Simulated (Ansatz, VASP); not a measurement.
**One calculation of Mg, two programs**

File INCAR:

```
SYSTEM = Mg
ALGO = Normal ; EDIFF = 1E-6
ENCUT = 600 ; GGA = PS
GGA_COMPAT = .False. ; ISIF = 2
ISMEAR = 0 ; LASPH = .True.
LCHARG = .True. ; LELF = .True.
LREAL = .False. ; LVHAR = .True.
LWAVE = .False. ; NBANDS = 7
NELM = 120 ; PREC = Accurate
SIGMA = 0.1
```

The input KPOINTS:

```
k-points
0
Gamma
  6 6 6
  0 0 0
```

Contents of POSCAR:

```
Mg
1.0
    0.0000000000      2.4468636958      2.4468636958
    2.4468636958      0.0000000000      2.4468636958
    2.4468636958      2.4468636958      0.0000000000
Mg
1
Direct
    0.0000000000      0.0000000000      0.0000000000
```

Input for Ansatz:

```yaml
crystal:
  lattice:
    - [0.0, 2.4468636958, 2.4468636958]
    - [2.4468636958, 0.0, 2.4468636958]
    - [2.4468636958, 2.4468636958, 0.0]
  atoms:
    - { symbol: Mg, position: [0.0, 0.0, 0.0] }
basis:
  ecutwfc: 420
kpoints:
  mp_grid: { grid: [6, 6, 6] }
hamiltonian:
  xc: pbesol
scf:
  occupations: { method: gaussian, width: 0.1 }
output:
  forces: true
  stress: true
  eigenvalues: true
```

Alike in both runs: task single point; functional PBEsol; k mesh 6 × 6 × 6; occupations gaussian, width 0.1 eV; no spin polarisation.

|  | VASP | Ansatz |
| --- | --- | --- |
| version | VASP 6.6.1 | Ansatz 0.2.0 |
| potentials or method | VASP PAW PBE potentials, release 64 (Mg), cutoff 600 eV | scalar-relativistic, plane waves, PAW |
| valence electrons in the cell | 2 | 10 |

|  | VASP | Ansatz | Ansatz less VASP |
| --- | --- | --- | --- |
| gap on the k mesh at the Fermi level (eV) | none | none | - |
| pressure (GPa) | -5.7 | -5.6 | +0.08 |

VASP's potentials were made for PBE, not for PBEsol. A gap of «none» marks a metal or a gap that the smearing closes. The functional is the same, so the differences come from potentials, cutoffs and numerics. VASP's potentials hold 2 valence electrons a cell and Ansatz's 10, so a difference there can come from the potentials and not from the codes.

The k mesh is coarse, so the values compare programs but aren't converged.
